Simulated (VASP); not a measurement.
## Si6O: single point with PBE

Si6O, a slab with vacuum:

```
CELL_PARAMETERS angstrom
3.85128 0.00000 0.00000
-1.92564 3.33531 0.00000
0.00000 0.00000 22.53271
ATOMIC_POSITIONS crystal
Si 0.66667 0.33333 0.17752
Si 0.33333 0.66667 0.21307
Si 0.33333 0.66667 0.31876
Si 0.66667 0.33333 0.35269
Si 0.66667 0.33333 0.45983
Si 0.33333 0.66667 0.48963
O 0.33333 0.00000 0.53408
```

```yaml
Program: VASP 6.6.1
Task: single point
Functional: PBE
Potentials_or_basis: VASP PAW PBE potentials, release 64 (Si, O)
Cutoff: 520 eV
k_mesh: 9 × 9 × 1
Occupations: gaussian, width 0.05 eV
Spin: collinear spin, ferromagnetic start
Starting_moments: "[0.0, 0.0, 0.0, 0.0, 0.0, 0.0, 2.0] μB"
Dipole_correction: yes
Further_INCAR_settings: ALGO = Fast; EDIFF = 1e-06; NBANDS = 28
```

```
Largest force                                         : 1.079 eV/Å
Net moment                                            : -0.64 μB per cell
Site moments                                          : Si -0.18, -0.01, -0.04, -0.00 (each value once); O +0.03 μB
Valence electrons inside the program's atomic spheres : Si 1.64, 1.67, 1.68, 1.66 (each value once); O 4.99
```

Forces in eV/Å, atoms in the order of the input:
```
Si  -0.025 -0.026  0.479
Si  -0.003  0.009 -0.643
Si   0.062 -0.001 -0.035
Si  -0.225  0.009  0.145
Si   0.025  0.232  0.276
Si  -0.637 -0.814 -0.311
O    0.802  0.591  0.088
```

Levels at points of the mesh, in eV from the Fermi level:
Spin up:
```tsv
k point	band 11	band 12	band 13	band 14	band 15	band 16	band 17	band 18	band 19	band 20
(0.00, 0.00, 0.00)	-1.06	-0.57	-0.19	-0.04	0.05	0.93	1.47	1.96	2.57	2.76
```
Spin down:
| k point | band 12 | band 13 | band 14 | band 15 | band 16 | band 17 | band 18 | band 19 |
| --- | --- | --- | --- | --- | --- | --- | --- | --- |
| (0.00, 0.00, 0.00) | -0.67 | -0.47 | -0.24 | -0.08 | 0.82 | 1.38 | 1.93 | 2.51 |

It took 35 min on 1 thread of Oxide Virtual Turin-like Processor (shared host), peak memory 0.77 GiB.

Caveat: a moment this small can come from the mesh or the smearing.
